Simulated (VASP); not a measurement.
Crystal: Se.

```
Se
1.0
     3.44661    0.00000    0.00000
    -1.72331    2.98486    0.00000
     0.00000    0.00000    5.59404
Se
2
Direct
  0.33333 0.66667 0.25000
  0.66667 0.33333 0.75000
```

This isn't the form of Se at room conditions, which is trigonal, of chains.

```yaml
Program: VASP 6.6.1
Task: relaxation of cell and atoms
Functional: PBEsol
Potentials_or_basis: VASP PAW PBE potentials, release 64 (Se)
Cutoff: 600 eV
k_mesh: 6 × 6 × 4
Occupations: gaussian, width 0.1 eV
Spin: no spin polarisation
```

At the start: pressure -12.9 GPa; volume 28.77 Å³/atom.

Question: Where does the relaxation end?

Answer: Over 18 steps the energy falls by 873.7 meV/atom and the volume is 20.54 Å³/atom (-28.6 %); space group P6_3/mmc (No. 194, to 0.1 Å) before and after.

Step by step:
```tsv
step	energy change (eV)	largest force (eV/Å)	pressure (GPa)	volume (Å³)
1	0.0000	0.0000	-12.90	57.55
2	-1.1588	0.0000	-2.66	40.31
3	-1.1788	0.0000	0.56	38.71
4	-1.3649	0.0000	1.08	38.32
5	-1.5437	0.0000	2.63	37.75
6	-1.5819	0.0000	12.72	36.18
7	-1.5992	0.0000	7.49	37.01
8	-1.6110	0.0000	8.54	36.79
9	-1.6136	0.0000	10.49	36.49
10	-1.6433	0.0000	9.61	37.01
11	-1.6569	0.0000	8.82	37.65
12	-1.6954	0.0000	6.51	38.36
13	-1.7456	0.0000	0.63	40.52
14	-1.7459	0.0000	0.21	40.70
15	-1.7459	0.0000	0.07	40.76
16	-1.7461	0.0000	0.04	40.79
17	-1.7467	0.0000	0.00	40.89
18	-1.7473	0.0000	-0.07	41.08
```

Final structure:
```
Se
1.0
     3.48033    0.00000    0.00000
    -1.74016    3.01405    0.00000
     0.00000    0.00000    3.91577
Se
2
Direct
  0.33333 0.66667 0.25000
  0.66667 0.33333 0.75000
```

Caveat: the volume moved by over 15 % at a fixed basis, so the end points are rough; the PAW data sets were made with another functional, which shifts forces and pressure a little.
